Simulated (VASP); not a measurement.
Input of a VASP 6.6.1 run:

Contents of INCAR:

```
SYSTEM = ZnS
PREC = Accurate
ENCUT = 520
EDIFF = 1E-7
ISMEAR = 0
SIGMA = 0.05
LREAL = .False.
LASPH = .True.
NELM = 80
ALGO = Normal
ISIF = 2
LWAVE = .False.
LCHARG = .True.
GGA = PE
LELF = .True.
LVHAR = .True.
NBANDS = 26
```

Contents of KPOINTS:

```
regular mesh
0
Gamma
  12 12 6
  0 0 0
```

Contents of POSCAR:

```
ZnS
1.0
    3.8109987816      0.0000000000      0.0000000000
   -1.9054993908      3.3004217586      0.0000000000
    0.0000000000      0.0000000000      5.9846400000
Zn S
2 2
Direct
    0.3333333333      0.6666666667      0.0000000000
    0.6666666667      0.3333333333      0.5000000000
    0.3333333333      0.6666666667      0.3850000000
    0.6666666667      0.3333333333      0.8850000000
```

Potentials or basis: VASP PAW PBE potentials, release 64 (Zn, S).

The run is started by

```console
$ cat potpaw_PBE.64/Zn/POTCAR potpaw_PBE.64/S/POTCAR > POTCAR
$ mpirun -np 1 vasp_std > vasp.out
```

Task: What does it give for the largest force?

Result: 0.054 eV/Å.

Task: Estimate the pressure.

Result: 5.9 GPa.

Task: Predict the band gap on the k mesh.

Result: 2.38 eV.

Forces on the atoms (eV/Å):
```
Zn   0.000  0.000  0.054
Zn   0.000  0.000  0.054
S    0.000  0.000 -0.054
S    0.000  0.000 -0.054
```

Caveat: the cell differs from its parent crystal (strain +0.000 along x and y, -0.040 along z); the cell stands under pressure. A k mesh can miss the band edges.
